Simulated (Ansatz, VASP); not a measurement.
# Mn: VASP beside Ansatz

```
CELL_PARAMETERS angstrom
-1.40509 1.40509 1.40509
1.40509 -1.40509 1.40509
1.40509 1.40509 -1.40509
ATOMIC_POSITIONS crystal
Mn 0.00000 0.00000 0.00000
```

Alike in both runs: task single point; functional revPBE; k mesh 26 × 26 × 26; occupations fermi-dirac, width 0.05 eV; collinear spin.

|  | VASP | Ansatz |
| --- | --- | --- |
| version | VASP 6.6.1 | Ansatz 0.2.0 |
| potentials or method | VASP PAW PBE potentials, release 64 (Mn_pv), cutoff 500 eV | plane waves (420 eV) with PAW, scalar-relativistic |
| valence electrons in the cell | 13 | 15 |

Ansatz gave:

```
net moment per atom (μB)                                      : 0.90
size of the moment on the site where the two differ most (μB) : 0.90
```

Task: Estimate VASP's values.

Result: net moment per atom (μB): 0.91; size of the moment on the site where the two differ most (μB): 0.91.

VASP's potentials were made for PBE, not for revPBE. Site moments also hang on the region over which each program counts them. VASP's potentials hold 13 valence electrons a cell and Ansatz's 15, so a difference there can come from the potentials and not from the codes.
